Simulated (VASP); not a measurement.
SnO2, 12 atoms in the cell. The structure is orthorhombic, space group Pbcn (No. 60). Conventional cell: a = 4.703 Å, b = 5.695 Å, c = 5.204 Å, α = 90.00°, β = 90.00°, γ = 90.00°. Within 2.7 Å of Sn (site symmetry 2) lie 6 O at 2.02 to 2.10 Å. Within 2.7 Å of O (site symmetry 1) lie 3 Sn at 2.02 to 2.10 Å and 1 O at 2.61 Å. 

- Program: VASP 6.6.1
- Task: single point
- Functional: LDA
- Potentials or basis: VASP PAW LDA potentials, release 64 (Sn_d, O)
- Cutoff: 600 eV
- k mesh: 6 × 4 × 4
- Occupations: gaussian, width 0.05 eV
- Spin: no spin polarisation
- Dipole correction: no
- Further INCAR settings: ALGO = Normal; EDIFF = 1e-06; NBANDS = 64

Potentials or basis: VASP PAW LDA potentials, release 64 (Sn_d, O).

The run is started by

```bash
$ cat potpaw_LDA.64/Sn_d/POTCAR potpaw_LDA.64/O/POTCAR > POTCAR
$ mpirun -np 1 vasp_std > vasp.out
```

Hardware: 1 thread of Intel Xeon 8259CL (shared host).

Q: How long does it take, and how much memory?

A: Wall time 12 min on 1 thread of Intel Xeon 8259CL, on a shared host, peak memory 0.4 GiB. Counts: scf iterations 14, k points 36.
